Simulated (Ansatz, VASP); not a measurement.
ZnSe: VASP beside Ansatz

Contents of INCAR:

```
SYSTEM = ZnSe
  ALGO = Normal
  EDIFF = 1E-6
  ENCUT = 520
  GGA = PS
  ISIF = 2
  ISMEAR = 0
  LASPH = .TRUE.
  LCHARG = .FALSE.
  LREAL = .FALSE.
  LWAVE = .FALSE.
  NBANDS = 26
  NELM = 60
  PREC = Accurate
  SIGMA = 0.05
```

File KPOINTS:

```
k-points
0
G
  8 8 6
  0 0 0
```

File POSCAR:

```
ZnSe
1.0
    4.2058644041      0.0000000000      0.0000000000
    0.0000000000      4.2058644041      0.0000000000
    0.0000000000      0.0000000000      5.7754702926
Zn Se
2 2
Direct
    0.0000000000      0.0000000000      0.0000000000
    0.5000000000      0.5000000000      0.0000000000
    0.0000000000      0.5000000000      0.2139048092
    0.5000000000      0.0000000000      0.7860951908
```

Input for Ansatz:

```yaml
crystal:
  lattice:
    - [4.2058644041, 0.0, 0.0]
    - [0.0, 4.2058644041, 0.0]
    - [0.0, 0.0, 5.7754702926]
  atoms:
    - { symbol: Zn, position: [0.0, 0.0, 0.0] }
    - { symbol: Zn, position: [0.5, 0.5, 0.0] }
    - { symbol: Se, position: [0.0, 0.5, 0.2139048092] }
    - { symbol: Se, position: [0.5, 0.0, 0.7860951908] }
basis:
  ecutwfc: 520.0
kpoints:
  mp_grid: { grid: [8, 8, 6] }
hamiltonian:
  xc: pbesol
  pseudopotentials: { kind: paw, azcp: { folder: soft_1 } }
scf:
  occupations: { method: gaussian, width: 0.05 }
output:
  forces: true
  stress: true
  eigenvalues: true
```

Alike in both runs: task single point; functional PBEsol; k mesh 8 × 8 × 6; occupations gaussian, width 0.05 eV; no spin polarisation.

|  | VASP | Ansatz |
| --- | --- | --- |
| version | VASP 6.6.1 | Ansatz 0.2.0 |
| potentials or method | VASP PAW PBE potentials, release 64 (Zn, Se), cutoff 520 eV | scalar-relativistic, plane waves, PAW |
| valence electrons in the cell | 36 | 56 |

VASP gave:

| Quantity | Value |
| --- | --- |
| gap on the k mesh at the Fermi level (eV) | 0.94 |
| least direct gap on the mesh (eV) | 0.94 |
| pressure (GPa) | 3.4 |
| traceless stress, the component that is largest in VASP (GPa) | 1.58 |
| rms of the force components (eV/Å) | 0.579 |

Which values does Ansatz return?

gap on the k mesh at the Fermi level (eV): 0.95; least direct gap on the mesh (eV): 0.95; pressure (GPa): 3.1; traceless stress, the component that is largest in VASP (GPa): 1.65; rms of the force components (eV/Å): 0.555.

VASP's potentials were made for PBE, not for PBEsol, and Ansatz warns of the same on its side. Atom by atom the forces differ by 0.024 eV/Å (rms over components). With one functional, cell and mesh, what is left measures potentials, basis and numerics. VASP's potentials hold 36 valence electrons a cell and Ansatz's 56, so a difference there can come from the potentials and not from the codes.
